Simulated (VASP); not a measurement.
Wanted: the native input for a VASP 6.6.1 run.

* Task: single point
* Functional: PBE
* Potentials or basis: VASP PAW PBE potentials, release 64 (W_sv, C)
* Cutoff: 520 eV
* k mesh: 24 × 24 × 22
* Occupations: gaussian, width 0.15 eV
* Spin: no spin polarisation
* Dipole correction: no
* Further INCAR settings: ALGO = Normal; EDIFF = 1e-07; NBANDS = 16

The structure of WC lies in POSCAR:

```
WC
1.0
    2.9217716515      0.0000000000      0.0000000000
   -1.4608858258      2.5303284743      0.0000000000
    0.0000000000      0.0000000000      2.8470758817
W C
1 1
Direct
    0.0000000000      0.0000000000      0.0034421625
    0.6666666667      0.3333333333      0.4473143653
```

This cell differs from its parent crystal: mode 4 (566.4 1/cm) frozen in, largest displacement -0.150 Å.

The input as run:

INCAR

```
PREC = Accurate ; ENCUT = 520
EDIFF = 1E-7 ; ISMEAR = 0
SIGMA = 0.15 ; LREAL = F
LASPH = T ; NELM = 60
ALGO = Normal ; ISIF = 2
LWAVE = F ; LCHARG = T
GGA = PE ; LELF = T
LVHAR = T ; NBANDS = 16
```

KPOINTS

```
regular mesh
0
Gamma
  24 24 22
```

Potentials or basis: VASP PAW PBE potentials, release 64 (W_sv, C).

The run is started by

```sh
$ cat potpaw_PBE.64/W_sv/POTCAR potpaw_PBE.64/C/POTCAR > POTCAR
$ mpirun -np 1 vasp_std > vasp.out
```

It gave:

```yaml
Pressure: 6.6 GPa
Largest_force: 2.246 eV/Å
Band_gap_on_the_k_mesh: zero (band 9 reaches 11.79 eV, above the bottom of band 10 at 10.46 eV)
```

Caveat: the cell differs from its parent crystal (mode 4 (566.4 1/cm) frozen in, largest displacement -0.150 Å); spin-orbit coupling is left out, which moves the levels of the heavy elements; forces of over 1 eV/Å act on the atoms, so gaps and moduli don't describe the material at rest.

Run time: 13 min on 1 thread of AMD EPYC 7R13, on a shared host, peak memory 0.46 GiB.
